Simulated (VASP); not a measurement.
# C (Pm-3m) in VASP: single point with LDA

Aim: the single point of C with LDA.

Everything below comes from runs of VASP 6.6.1. Logs are shortened: lines on timing, memory, paths and dates and some standing lists are left out, and cuts for length are marked.

**1. The cell of the first run**

Symmetry: Pm-3m, No. 221, cubic system. Conventional cell: a = 1.744 Å, b = 1.744 Å, c = 1.744 Å, α = 90.00°, β = 90.00°, γ = 90.00°. Within 2.3 Å of C (site symmetry m-3m) lie 6 C at 1.74 Å.

**2. Single point, LDA (5.31 Å³/atom)**

INCAR

```
PREC     = Accurate       # precision mode
ENCUT    = 1300           # plane-wave cutoff, eV
EDIFF    = 1E-6           # SCF threshold, eV
ISMEAR   = -1             # smearing method
SIGMA    = 0.1            # smearing width, eV
LREAL    = False          # projectors in reciprocal space
LASPH    = True           # aspherical terms in the spheres
NELM     = 120            # most SCF steps
ALGO     = Normal         # electronic algorithm
ISIF     = 2              # what is computed and relaxed
LWAVE    = False          # write WAVECAR
LCHARG   = True           # write CHGCAR
GGA      = CA             # functional
LELF     = True           # ELF
LVHAR    = True         
NBANDS   = 8              # bands
GGA_COMPAT= False
```

KPOINTS

```
regular mesh
0
Gamma
  20 20 20
```

POSCAR

```
C
1.0
    1.7443222539      0.0000000000      0.0000000000
    0.0000000000      1.7443222539      0.0000000000
    0.0000000000      0.0000000000      1.7443222539
C
1
Direct
    0.0000000000      0.0000000000      0.0000000000
```

Potentials or basis: VASP PAW LDA potentials, release 64 (C_h).

On the command line:

```console
cat potpaw_LDA.64/C_h/POTCAR > POTCAR
mpirun -np 1 vasp_std > vasp.out
```

OUTCAR:

```text
PREC = Accurate
   ENCUT = 1300
   EDIFF = 1E-6
   ISMEAR = -1
   LREAL = False
   LASPH = True
   NELM = 120
   ISIF = 2
   GGA = CA

 ion  position               nearest neighbor table
   1  0.000  0.000  0.000-

  LATTYP: Found a simple cubic cell.
 ALAT       =     1.7443222539

  Lattice vectors:

 A1 = (   1.7443222539,   0.0000000000,   0.0000000000)
 A2 = (   0.0000000000,   1.7443222539,   0.0000000000)
 A3 = (   0.0000000000,   0.0000000000,   1.7443222539)

Analysis of symmetry for initial positions (statically):
=====================================================================
 Subroutine PRICEL returns:
 Original cell was already a primitive cell.

 Routine SETGRP: Setting up the symmetry group for a
 simple cubic supercell.

 Subroutine GETGRP returns: Found 48 space group operations
 (whereof 48 operations were pure point group operations)
 out of a pool of 48 trial point group operations.

The static configuration has the point symmetry O_h .

Analysis of symmetry for dynamics (positions and initial velocities):
=====================================================================
 Subroutine PRICEL returns:
 Original cell was already a primitive cell.

 Routine SETGRP: Setting up the symmetry group for a
 simple cubic supercell.

 Subroutine GETGRP returns: Found 48 space group operations
 (whereof 48 operations were pure point group operations)
 out of a pool of 48 trial point group operations.

The dynamic configuration has the point symmetry O_h .

 Subroutine INISYM returns: Found 48 space group operations
 (whereof 48 operations are pure point group operations),
 and found     1 'primitive' translations

----------------------------------------------------------------------------------------

                                     Primitive cell

  volume of cell :       5.3074

  direct lattice vectors                    reciprocal lattice vectors
     1.744322254  0.000000000  0.000000000     0.573288564  0.000000000  0.000000000
     0.000000000  1.744322254  0.000000000     0.000000000  0.573288564  0.000000000
     0.000000000  0.000000000  1.744322254     0.000000000  0.000000000  0.573288564

  length of vectors
     1.744322254  1.744322254  1.744322254     0.573288564  0.573288564  0.573288564

  position of ions in fractional coordinates (direct lattice)
     0.000000000  0.000000000  0.000000000

  ion indices of the primitive-cell ions
   primitive index   ion index
                 1           1

----------------------------------------------------------------------------------------

 KPOINTS: regular mesh

Automatic generation of k-mesh.
 Grid dimensions read from file:
 generate k-points for:   20   20   20

 Generating k-lattice:

  Cartesian coordinates                     Fractional coordinates (reciprocal lattice)
     0.028664428  0.000000000  0.000000000     0.050000000  0.000000000  0.000000000
     0.000000000  0.028664428  0.000000000     0.000000000  0.050000000  0.000000000
     0.000000000  0.000000000  0.028664428     0.000000000  0.000000000  0.050000000

  Length of vectors
     0.028664428  0.028664428  0.028664428

  Shift w.r.t. Gamma in fractional coordinates (k-lattice)
     0.000000000  0.000000000  0.000000000

 Subroutine IBZKPT returns following result:
 ===========================================

 Found    286 irreducible k-points:

 Following reciprocal coordinates:
            Coordinates               Weight
  0.000000  0.000000  0.000000      1.000000
  0.050000  0.000000  0.000000      6.000000
  0.100000  0.000000  0.000000      6.000000
  0.150000  0.000000  0.000000      6.000000
  0.200000  0.000000  0.000000      6.000000
  0.250000  0.000000  0.000000      6.000000
[... 16 lines left out ...]
  0.150000  0.100000  0.000000     24.000000
  0.200000  0.100000  0.000000     24.000000
 [... further k-points ...]
   k-points           NKPTS =    286   k-points in BZ     NKDIM =    286   number of bands    NBANDS=      8
   number of dos      NEDOS =    301   number of ions     NIONS =      1
   total plane-waves  NPLWV =  13824
   dimension x,y,z NGX =    24 NGY =   24 NGZ =   24
   dimension x,y,z NGXF=    48 NGYF=   48 NGZF=   48
   ions per type =               1
   NGX,Y,Z   is equivalent  to a cutoff of  22.87, 22.87, 22.87 a.u.
   NGXF,Y,Z  is equivalent  to a cutoff of  45.75, 45.75, 45.75 a.u.
 SYSTEM =  unknown system
   PREC   = accura    normal or accurate (medium, high low for compatibility)
   ISTART =      0    job   : 0-new  1-cont  2-samecut
   ICHARG =      2    charge: 1-file 2-atom 10-const
   ISPIN  =      1    spin polarized calculation?
   LNONCOLLINEAR =      F non collinear calculations
   LSORBIT =      F    spin-orbit coupling
   LASPH  =      T    aspherical Exc in radial PAW
   ENCUT  = 1300.0 eV  95.55 Ry    9.77 a.u.   5.13  5.13  5.13*2*pi/ulx,y,z
   NELM   =    120;   NELMIN=  2; NELMDL= -5     # of ELM steps
   EDIFF  = 0.1E-05   stopping-criterion for ELM
   LREAL  =      F    real-space projection
   EDIFFG = 0.1E-04   stopping-criterion for IOM
   NSW    =      0    number of steps for IOM
   IBRION =     -1    ionic relax: 0-MD 1-quasi-New 2-CG
   NFREE  =      0    steps in history (QN), initial steepest desc. (CG)
   ISIF   =      2    stress and relaxation
   ISYM   =      2    0-nonsym 1-usesym 2-fastsym
   POTIM  = 0.5000    time-step for ionic-motion
   TEBEG  =    0.0;   TEEND  =   0.0 temperature during run
   PSTRESS=    0.0 pullay stress
   NELECT =       4.0000    total number of electrons
   NUPDOWN=      -1.0000    fix difference up-down
   EMIN   =  10.00;   EMAX   =-10.00  energy-range for DOS
   EFERMI =   0.00;   METHOD = LEGACY
   ISMEAR =    -1;   SIGMA  =   0.10  broadening in eV -4-tet -1-fermi 0-gaus
   EFERMI_NEDOS =   21; number of points for ismear=-14 and -15
   IALGO  =     38    algorithm
   IMIX   =      4    mixing-type and parameters
     AMIX     =   0.40;   BMIX     =  1.00
     AMIX_MAG =   1.60;   BMIX_MAG =  1.00
  volume/ion in A,a.u.               =       5.31        35.82
  Fermi-wavevector in a.u.,A,eV,Ry     =   1.489823  2.815358 30.199132  2.219574
  Thomas-Fermi vector in A             =   2.602683
   LORBIT       =      0    0 simple, 1 ext, 2 COOP (PROOUT), +10 PAW based schemes
   GGA     = CA    functional components
   LHFCALC =     F    Hartree Fock is set to
   AEXX    =    0.0000 exact exchange contribution
   IVDW    =     0    specifies the selected vdW correction
   LEPSILON=     F    determine dielectric tensor
   LRPA    =     F    only Hartree local field effects (RPA)
 non-spin polarized calculation
  energy-cutoff  :     1300.00
  volume of cell :        5.31
 maximum number of plane-waves:       587
 NGX is ok and might be reduce to    24
   NGX = 11   NGY = 11   NGZ = 11

 number of electron       4.0000000 magnetization

 Free energy of the ion-electron system (eV)
  ---------------------------------------------------
  ext. energy  EPLUGINS =         0.00000000
  ---------------------------------------------------
  free energy    TOTEN  =        -7.50500146 eV

  energy without entropy =       -7.49273041  energy(sigma->0) =       -7.49886593

 E-fermi :  12.9286     XC(G=0): -14.3543

 val. band max:       12.9263296567   @ k =   0.3000   0.3000   0.3000
 cond. band min:      12.9782980366   @ k =   0.2500   0.1500   0.1500
 fundamental gap:      0.0519683798
 Fermi energy:        12.9285564301

 k-point     1 :       0.0000    0.0000    0.0000
  band No.  band energies     occupation
      1      -9.8029      2.00000
      2      22.5212      0.00000
      3      22.5212      0.00000
      4      22.5212      0.00000
      5      39.0394      0.00000
      6      39.0394      0.00000
      7      45.1743      0.00000
      8      70.4104      0.00000

 k-point     2 :       0.0500    0.0000    0.0000
  band No.  band energies     occupation
      1      -9.7022      2.00000
      2      21.7611      0.00000
      3      22.5901      0.00000
      4      22.5901      0.00000
      5      39.1537      0.00000
      6      39.8724      0.00000
      7      45.1506      0.00000
      8      69.7684      0.00000

 k-point     3 :       0.1000    0.0000    0.0000
  band No.  band energies     occupation
      1      -9.4004      2.00000
      2      19.8449      0.00000
      3      22.7931      0.00000
      4      22.7931      0.00000
      5      39.4953      0.00000
      6      41.9424      0.00000
      7      45.1243      0.00000
      8      68.0236      0.00000

 k-point     4 :       0.1500    0.0000    0.0000
  band No.  band energies     occupation
      1      -8.8977      2.00000
      2      17.3596      0.00000
      3      23.1198      0.00000
      4      23.1198      0.00000
      5      40.0609      0.00000
      6      44.0057      0.00000
      7      45.6954      0.00000
      8      65.6204      0.00000

 k-point     5 :       0.2000    0.0000    0.0000
  band No.  band energies     occupation
      1      -8.1949      2.00000
      2      14.6703      0.00000
      3      23.5511      0.00000
      4      23.5511      0.00000
      5      40.8433      0.00000
      6      44.2543      0.00000
      7      48.1992      0.00000
      8      62.9930      0.00000
[... 177 lines left out ...]
 k-point    22 :       0.1000    0.1000    0.0000
  band No.  band energies     occupation
      1      -8.9986      2.00000
      2      19.3552      0.00000
      3      21.0308      0.00000
      4      23.0624      0.00000
      5      41.1818      0.00000
      6      43.5220      0.00000
      7      44.8315      0.00000
      8      65.6642      0.00000

 k-point    23 :       0.1500    0.1000    0.0000
  band No.  band energies     occupation
      1      -8.4970      2.00000
      2      17.3780      0.00000
      3      20.9636      0.00000
      4      23.3859      0.00000
      5      42.0019      0.00000
      6      44.3443      0.00000
      7      46.0219      0.00000
      8      63.3958      0.00000

 k-point    24 :       0.2000    0.1000    0.0000
  band No.  band energies     occupation
      1      -7.7958      2.00000
      2      14.8331      0.00000
      3      21.3671      0.00000
      4      23.8127      0.00000
      5      42.7925      0.00000
      6      43.8160      0.00000
      7      48.7836      0.00000
      8      61.0089      0.00000

 [... further k-points ...]

------------------------ aborting loop because EDIFF is reached ----------------------------------------

  FORCE on cell =-STRESS in cart. coord.  units (eV):
  Direction    XX          YY          ZZ          XY          YZ          ZX
  --------------------------------------------------------------------------------------
  -------------------------------------------------------------------------------------
  Total        0.1085979      0.1085979      0.1085979     -0.0000000     -0.0000000      0.0000000
  in kB       32.7832329     32.7832329     32.7832329     -0.0000000     -0.0000000      0.0000000
  external PRESSURE =      32.7832329 kB  Pullay stress =       0.0000000 kB

 VOLUME and BASIS-vectors are now :
 -----------------------------------------------------------------------------
  energy-cutoff  :     1300.00
  volume of cell :        5.31
      direct lattice vectors                 reciprocal lattice vectors
     1.744322254  0.000000000  0.000000000     0.573288564  0.000000000  0.000000000
     0.000000000  1.744322254  0.000000000     0.000000000  0.573288564  0.000000000
     0.000000000  0.000000000  1.744322254     0.000000000  0.000000000  0.573288564

 POSITION                                       TOTAL-FORCE (eV/Angst)
 -----------------------------------------------------------------------------------
      0.00000      0.00000      0.00000         0.000000      0.000000      0.000000
 -----------------------------------------------------------------------------------
    total drift:                               -0.000000      0.000000     -0.000000

  FREE ENERGIE OF THE ION-ELECTRON SYSTEM (eV)
  ---------------------------------------------------
  free  energy   TOTEN  =        -7.5050014560 eV

  energy  without entropy=       -7.4927304135  energy(sigma->0) =       -7.49886593
```

Wall time 18 s (1 thread of Intel Xeon Platinum 8488C (Sapphire Rapids), shared host); peak memory 0.15 GiB.

Results:

| Property | Result |
| --- | --- |
| Free energy | -7.5050 eV |
| Pressure | 3.3 GPa |
| Band gap on the k mesh | zero (bands 2 and 3 overlap by 11.83 eV) |

Caveat: the cell stands under pressure.

The gap in the log of VASP goes by the Fermi energy; the results here count the filled bands.